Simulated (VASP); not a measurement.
# Gd (Im-3m) in VASP: notebook, part 2 of 2

VASP 6.6.1. The steps go on from the part before.

**3. Single point, PBEsol, collinear spin, ferromagnetic start**

The input, INCAR:

```
SYSTEM = Gd
PREC = Accurate
ENCUT = 600
EDIFF = 1E-6
ISMEAR = -1
SIGMA = 0.08
LREAL = .False.
LASPH = .True.
NELM = 200
ALGO = Normal
ISIF = 2
LWAVE = .False.
LCHARG = .False.
ISPIN = 2
MAGMOM = 7
LORBIT = 11
LMAXMIX = 6
GGA = PS
NBANDS = 19
GGA_COMPAT = .False.
```

The input, KPOINTS:

```
regular mesh
0
Gamma
  14 14 14
  0 0 0
```

The input, POSCAR:

```
Gd
1.0
   -1.9783223571      1.9783223571      1.9783223571
    1.9783223571     -1.9783223571      1.9783223571
    1.9783223571      1.9783223571     -1.9783223571
Gd
1
Direct
    0.0000000000      0.0000000000      0.0000000000
```

Potentials or basis: VASP PAW PBE potentials, release 64 (Gd).

Started as:

```console
$ cat potpaw_PBE.64/Gd/POTCAR > POTCAR
$ mpirun -np 1 vasp_std > vasp.out
```

OUTCAR:

```text
SYSTEM = Gd
   PREC = Accurate
   ENCUT = 600
   EDIFF = 1E-6
   ISMEAR = -1
   LREAL = .False.
   LASPH = .True.
   NELM = 200
   ISIF = 2
   ISPIN = 2
   LORBIT = 11
   GGA = PS

 ion  position               nearest neighbor table
   1  0.000  0.000  0.000-

  LATTYP: Found a body centered cubic cell.
 ALAT       =     3.9566447142

  Lattice vectors:

 A1 = (  -1.9783223571,   1.9783223571,   1.9783223571)
 A2 = (   1.9783223571,  -1.9783223571,   1.9783223571)
 A3 = (   1.9783223571,   1.9783223571,  -1.9783223571)

Analysis of symmetry for initial positions (statically):
=====================================================================
 Subroutine PRICEL returns:
 Original cell was already a primitive cell.

 Routine SETGRP: Setting up the symmetry group for a
 body centered cubic supercell.

 Subroutine GETGRP returns: Found 48 space group operations
 (whereof 48 operations were pure point group operations)
 out of a pool of 48 trial point group operations.

The static configuration has the point symmetry O_h .

Analysis of symmetry for dynamics (positions and initial velocities):
=====================================================================
 Subroutine PRICEL returns:
 Original cell was already a primitive cell.
[... 183 lines left out ...]
      6      -1.5766      1.00000
[... 517 lines left out ...]
     18      11.8266      0.00000
     19      12.9802      0.00000

 [... further k-points ...]

 spin component 2

 k-point     1 :       0.0000    0.0000    0.0000
  band No.  band energies     occupation
      1     -38.7732      1.00000
      2     -16.5130      1.00000
      3     -16.5130      1.00000
      4     -16.5130      1.00000
      5      -1.1213      1.00000
      6       3.5877      0.00424
[... 517 lines left out ...]
     18      13.2778      0.00000
     19      14.3702      0.00000

 [... further k-points ...]
[... 5 lines left out ...]
  --------------------------------------------------------------------------------------
  -------------------------------------------------------------------------------------
  Total        0.0680355      0.0680355      0.0680355     -0.0000000      0.0000000      0.0000000
  in kB        3.5196152      3.5196152      3.5196152     -0.0000000      0.0000000      0.0000000
  external PRESSURE =       3.5196152 kB  Pullay stress =       0.0000000 kB

 VOLUME and BASIS-vectors are now :
 -----------------------------------------------------------------------------
  energy-cutoff  :      600.00
  volume of cell :       30.97
      direct lattice vectors                 reciprocal lattice vectors
    -1.978322357  1.978322357  1.978322357     0.000000000  0.252739397  0.252739397
     1.978322357 -1.978322357  1.978322357     0.252739397  0.000000000  0.252739397
     1.978322357  1.978322357 -1.978322357     0.252739397  0.252739397  0.000000000

 POSITION                                       TOTAL-FORCE (eV/Angst)
 -----------------------------------------------------------------------------------
      0.00000      0.00000      0.00000         0.000000     -0.000000     -0.000000
 -----------------------------------------------------------------------------------
    total drift:                               -0.000000     -0.000000     -0.000000

  FREE ENERGIE OF THE ION-ELECTRON SYSTEM (eV)
  ---------------------------------------------------
  free  energy   TOTEN  =       -11.9700431052 eV

  energy  without entropy=      -11.9275542241  energy(sigma->0) =      -11.94879866

 total charge

# of ion       s       p       d       f       tot
--------------------------------------------------
    1        2.074   5.538   0.623   6.982  15.217

 magnetization (x)

# of ion       s       p       d       f       tot
--------------------------------------------------
    1        0.003  -0.048   0.245   6.809   7.009
```

stdout:

```text
POSCAR found type information on POSCAR Gd
 POSCAR found :  1 types and       1 ions
 scaLAPACK will be used
 -----------------------------------------------------------------------------
|                                                                             |
|                                                                             |
|     You enforced a specific xc type in the INCAR file but a different       |
|     I HOPE YOU KNOW WHAT YOU ARE DOING!                                     |
|                                                                             |
 -----------------------------------------------------------------------------

 LDA part: xc-table for (Slater+PW92), standard interpolation
 POSCAR, INCAR and KPOINTS ok, starting setup
 FFT: planning ... GRIDC
 FFT: planning ... GRID_SOFT
 FFT: planning ... GRID
 WAVECAR not read
 entering main loop
```

It took 2.1 min on 1 thread of Intel Xeon 6975P-C (Granite Rapids), shared host; peak memory 0.28 GiB.

What came out:

* Free energy: -11.9700 eV
* Pressure: 0.4 GPa
* Net moment: 7.60 μB per cell
* Site moments: Gd +7.01 μB
* Valence electrons inside the program's atomic spheres: Gd 15.22

Levels at points of the mesh, in eV from the Fermi level:
Spin up:
```tsv
k point	band 10	band 11	band 12	band 13	band 14	band 15	band 16	band 17
(0.00, 0.00, 0.00)	-4.57	-4.57	-4.54	1.33	1.33	1.33	3.73	3.73
(0.50, 0.00, 0.00)	-4.58	-4.56	-2.57	-0.39	1.40	3.65	4.48	6.64
(0.50, 0.50, 0.50)	-4.56	-4.56	-2.11	-2.11	5.89	5.89	5.89	6.39
```
Spin down:
```tsv
k point	band 2	band 3	band 4	band 5	band 6	band 7	band 8	band 9
(0.00, 0.00, 0.00)	-19.66	-19.66	-19.66	-4.27	0.44	0.44	0.44	0.78
(0.50, 0.00, 0.00)	-20.71	-19.99	-19.68	-1.65	0.45	0.51	0.59	0.71
(0.50, 0.50, 0.50)	-20.37	-20.37	-20.37	-1.31	-1.31	0.49	0.58	0.58
```

Caveat: the PAW data sets were made with another functional, which shifts forces and pressure a little; spin-orbit coupling is left out, which moves the levels of the heavy elements; semilocal functionals describe open f shells poorly, which spoils levels, moments and volumes. The state reached can hang on the start; a lower one may exist.
